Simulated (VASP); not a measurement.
Runs of VASP 6.6.1 on TePb. The structure is that of space group Fm-3m (No. 225), or close to it. The cells are those of the table. 

```tsv
level	cell	smearing	gap on the mesh (eV)	pressure (GPa)
r2SCAN	a = 4.691 Å, angles 60.0°, 2 atoms	gaussian 0.01 eV	1.18	-1.7
r2SCAN	a = 4.638 Å, angles 59.1°, 2 atoms	gaussian 0.01 eV	0.93	0.4
PBE	a = 4.621, b = 4.621, c = 4.587 Å, angles 60.2, 60.2, 60.5°, 2 atoms	fermi-dirac 0.02 eV	(b)	(a)
r2SCAN	a = 4.621, b = 4.621, c = 4.587 Å, angles 60.2, 60.2, 60.5°, 2 atoms	gaussian 0.01 eV	1.02	0.0
PBE	a = 4.638 Å, angles 59.1°, 2 atoms	fermi-dirac 0.02 eV	0.66	1.0
```

Alike in all rows: task single point; potentials or basis VASP PAW PBE potentials, release 64 (Pb_d, Te); no spin polarisation; k mesh 8 × 8 × 8; cutoff (eV) 520.

**Question.** Fill in the values left out.

**Answer.** (a) 0.6; (b) 0.73.

Caveats: spin-orbit coupling is left out, which moves the levels of the heavy elements; the PAW data sets were made with another functional, which shifts forces and pressure a little (some runs).

A k mesh can miss the band edges, and the runs leave out spin-orbit coupling on Pb, Te.
